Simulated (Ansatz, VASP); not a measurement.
## One calculation of Ga3P, two programs

```
CELL_PARAMETERS angstrom
3.90093 0.00000 0.00000
-1.95046 3.37830 0.00000
0.00000 0.00000 12.61975
ATOMIC_POSITIONS crystal
Ga 0.00000 0.00000 0.21195
Ga 0.33333 0.66667 0.46558
Ga 0.66667 0.33333 0.95158
Ga 0.00000 0.00000 0.67903
Ga 0.33333 0.66667 0.79631
Ga 0.66667 0.33333 0.56787
P 0.33333 0.66667 0.27542
P 0.00000 0.00000 0.02226
```

Alike in both runs: functional PBE; k mesh 12 × 12 × 4; occupations gaussian, width 0.1 eV; no spin polarisation.

Ansatz relaxed the structure, and its values are those at the end. VASP's run is a single point on that final structure, the one shown.

|  | VASP | Ansatz |
| --- | --- | --- |
| version | VASP 6.6.1 | Ansatz 0.2.0 |
| potentials or method | VASP PAW PBE potentials, release 64 (Ga_d, P), cutoff 520 eV | scalar-relativistic, plane waves, PAW |
| valence electrons in the cell | 88 | 88 |

|  | VASP | Ansatz | Ansatz less VASP |
| --- | --- | --- | --- |
| gap on the k mesh at the Fermi level (eV) | none | none | - |
| pressure (GPa) | 0.0 | 0.0 | -0.05 |

A gap of «none» marks a metal or a gap that the smearing closes. The functional is the same, so the differences come from potentials, cutoffs and numerics.
